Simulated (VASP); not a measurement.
Write the native input for VASP 6.6.1 that does the following.

| Property | Result |
| --- | --- |
| Task | single point |
| Functional | PBEsol |
| Potentials or basis | VASP PAW PBE potentials, release 64 (Ta_pv, N) |
| Cutoff | 520 eV |
| k mesh | 5 × 5 × 8 |
| Occupations | fermi-dirac, width 0.1 eV |
| Spin | no spin polarisation |
| Dipole correction | no |
| Further INCAR settings | ALGO = Normal; EDIFF = 1e-06; NBANDS = 33 |

The structure of TaN lies in POSCAR:

```
TaN
1.0
    5.2979082253      0.0000000000      0.0000000000
   -2.6489541127      4.5881231120      0.0000000000
    0.0000000000      0.0000000000      2.9680929261
Ta N
3 3
Direct
    0.3333333333      0.6666666667      0.5000000000
    0.6666666667      0.3333333333      0.5000000000
    0.0000000000      0.0000000000      0.0000000000
    0.3928500000      0.0000000000      0.0000000000
    0.6071500000      0.6071500000      0.0000000000
    0.0000000000      0.3928500000      0.0000000000
```

The input as run:

INCAR

```
SYSTEM = TaN
PREC = Accurate
ENCUT = 520
EDIFF = 1E-6
ISMEAR = -1
SIGMA = 0.1
LREAL = .FALSE.
LASPH = .TRUE.
NELM = 100
ALGO = Normal
ISIF = 2
LWAVE = .FALSE.
LCHARG = .FALSE.
GGA = PS
NBANDS = 33
```

KPOINTS

```
regular mesh
0
G
  5 5 8
  0 0 0
```

Potentials or basis: VASP PAW PBE potentials, release 64 (Ta_pv, N).

The run is started by

```sh
$ cat potpaw_PBE.64/Ta_pv/POTCAR potpaw_PBE.64/N/POTCAR > POTCAR
$ mpirun -np 1 vasp_std > vasp.out
```

It gave:

The pressure is -19.5 GPa, the largest force is 0.237 eV/Å and the band gap on the k mesh is zero (band 24 reaches 9.32 eV, above the bottom of band 25 at 6.39 eV).

Caveat: the PAW data sets were made with another functional, which shifts forces and pressure a little; spin-orbit coupling is left out, which moves the levels of the heavy elements.

Wall time 24 s on 1 thread of Intel(R) Xeon(R) 6975P-C (Granite Rapids), on a shared host, peak memory 0.21 GiB.
